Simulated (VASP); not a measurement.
Set up this calculation in VASP 6.6.1, as the native input.

* Task: relaxation of cell and atoms
* Functional: PBE
* Potentials or basis: VASP PAW PBE potentials, release 64 (Ba_sv)
* Cutoff: 600 eV
* k mesh: 11 × 11 × 11
* Occupations: fermi-dirac, width 0.05 eV
* Spin: no spin polarisation
* Target pressure: 2.8 GPa
* Dipole correction: no
* Further INCAR settings: ALGO = Normal; EDIFF = 1e-06; IBRION = 2; EDIFFG = -0.005; NSW = 32; ISIF = 3

The structure of Ba lies in POSCAR:

```
Ba
1.0
   -3.5128152902      3.5128152902      1.9164619277
    3.5128152902     -3.5128152902      1.9164619277
    3.5128152902      3.5128152902     -1.9164619277
Ba
2
Direct
   -0.3750000000     -0.1250000000     -0.2500000000
    0.3750000000      0.1250000000      0.2500000000
```

One way to write it, as run:

INCAR

```
SYSTEM = Ba
  ALGO = Normal
  EDIFF = 1E-6
  EDIFFG = -0.005
  ENCUT = 600
  GGA = PE
  IBRION = 2
  ISIF = 3
  ISMEAR = -1
  LASPH = .TRUE.
  LCHARG = .FALSE.
  LREAL = .FALSE.
  LWAVE = .FALSE.
  NELM = 60
  NSW = 32
  PREC = Accurate
  PSTRESS = 28.0
  SIGMA = 0.05
```

KPOINTS

```
k-points
0
G
  11 11 11
  0 0 0
```

Potentials or basis: VASP PAW PBE potentials, release 64 (Ba_sv).

Run with:

```sh
$ cat potpaw_PBE.64/Ba_sv/POTCAR > POTCAR
$ mpirun -np 1 vasp_std > vasp.out
```

Results of the run:

| Property | Result |
| --- | --- |
| Relaxed volume | 48.22 Å³/atom |
| Relaxed cell | a = 5.361 Å, b = 5.361 Å, c = 5.361 Å, α = 97.42°, β = 97.42°, γ = 137.89° |
| Space group after relaxing (to 0.1 Å) | I4_1/amd (No. 141) |
| Energy change on relaxing (the run minimises the enthalpy) | -17.2 meV/atom |
| Ionic steps | 6 |
| Pressure after relaxing | 2.8 GPa |
| Band gap on the k mesh | zero (bands 10 and 11 overlap by 0.54 eV) |

Caveat: the cell is relaxed towards a set pressure, so the run minimises the enthalpy, not the energy; spin-orbit coupling is left out, which moves the levels of the heavy elements.

Run time: 9.4 min on 1 thread of AMD EPYC 9R45 96-Core Processor (Zen 5), with other jobs on the host, peak memory 0.42 GiB.
